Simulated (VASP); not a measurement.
**Ir: single point with PBE**

Wire: Ir, a wire with vacuum.

```
Ir
1.0
    12.90000    0.00000    0.00000
     0.00000   13.20000    0.00000
     0.00000    0.00000    3.53758
Ir
7
Direct
  0.35468 0.50000 0.00000
  0.64694 0.50000 0.00000
  0.64861 0.35961 0.50000
  0.64861 0.64039 0.50000
  0.48891 0.50000 0.50000
  0.50615 0.35780 0.00000
  0.50615 0.64220 0.00000
```

* Program: VASP 6.6.1
* Task: single point
* Functional: PBE
* Potentials or basis: VASP PAW PBE potentials, release 64 (Ir)
* Cutoff: 520 eV
* k mesh: 1 × 1 × 14
* Occupations: gaussian, width 0.05 eV
* Spin: no spin polarisation

The largest force is 0.091 eV/Å.

Forces in eV/Å, atoms in the order of the input:
```
Ir  -0.050  0.000  0.000
Ir   0.078  0.000  0.000
Ir   0.056 -0.053  0.000
Ir   0.056  0.053  0.000
Ir  -0.050  0.000  0.000
Ir  -0.045 -0.078  0.000
Ir  -0.045  0.078  0.000
```

Levels at points of the mesh, in eV from the Fermi level:
```tsv
k point	band 28	band 29	band 30	band 31	band 32	band 33	band 34	band 35
(0.00, 0.00, 0.00)	-0.31	-0.22	-0.04	-0.01	0.32	0.47	0.49	0.56
(0.00, 0.00, 0.50)	-0.65	-0.47	-0.28	-0.23	-0.13	-0.07	0.06	0.49
```

It took 8.1 min on 1 thread of Intel Xeon 6975P-C, with other jobs on the host, peak memory 0.63 GiB.

Caveat: spin-orbit coupling is left out, which moves the levels of the heavy elements.
